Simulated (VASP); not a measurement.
Set up this calculation in VASP 6.6.1, as the native input.

```
Task                   : relaxation of cell and atoms
Functional             : PBE
Potentials or basis    : VASP PAW PBE potentials, release 64 (Ta_pv, Si)
Cutoff                 : 600 eV
k mesh                 : 6 × 6 × 1
Occupations            : gaussian, width 0.1 eV
Spin                   : no spin polarisation
Dipole correction      : no
Further INCAR settings : ALGO = Normal; EDIFF = 1e-06; IBRION = 2; EDIFFG = -0.04; NSW = 90; ISIF = 3
```

The structure of TaSi5 lies in POSCAR:

```
TaSi5
1.0
    2.9840038200      0.0000000000      0.0000000000
   -1.4920019100      2.5842231100      0.0000000000
    0.0000000000      0.0000000000     15.0790385500
Ta Si
1 5
Direct
    0.0000000000      0.0000000000      0.0000000000
    0.6666666700      0.3333333300      0.8349520000
    0.0000000000      0.0000000000      0.6673210300
    0.6666666700      0.3333333300      0.5000000000
    0.0000000000      0.0000000000      0.3326789700
    0.6666666700      0.3333333300      0.1650480000
```

These files were run (other wordings do the same):

INCAR

```
SYSTEM = TaSi5
ALGO = Normal ; EDIFF = 1E-6
EDIFFG = -0.04 ; ENCUT = 600
GGA = PE ; IBRION = 2
ISIF = 3 ; ISMEAR = 0
LASPH = .TRUE. ; LCHARG = .FALSE.
LREAL = .FALSE. ; LWAVE = .FALSE.
NELM = 60 ; NSW = 90
PREC = Accurate ; SIGMA = 0.1
```

KPOINTS

```
k-points
0
G
  6 6 1
  0 0 0
```

Potentials or basis: VASP PAW PBE potentials, release 64 (Ta_pv, Si).

Run with:

```bash
$ cat potpaw_PBE.64/Ta_pv/POTCAR potpaw_PBE.64/Si/POTCAR > POTCAR
$ mpirun -np 1 vasp_std > vasp.out
```

It gave:

```json
{"Relaxed volume": "15.50 Å³/atom", "Relaxed cell": "a = 2.777 Å, b = 2.777 Å, c = 13.926 Å, α = 90.00°, β = 90.00°, γ = 120.00°", "Space group after relaxing (to 0.05 Å)": "P-6m2 (No. 187)", "Energy gained by relaxing": "260.6 meV/atom", "Ionic steps": "11", "Pressure after relaxing": "0.1 GPa", "Largest force after relaxing": "0.020 eV/Å"}
```

Caveat: the k points lie up to 0.45 Å⁻¹ apart in the final cell; the volume moved by over 15 % at a fixed basis, so the end points are rough.

Wall time 81 s on 1 thread of Intel(R) Xeon(R) 6975P-C (Granite Rapids) (shared host), peak memory 0.26 GiB.
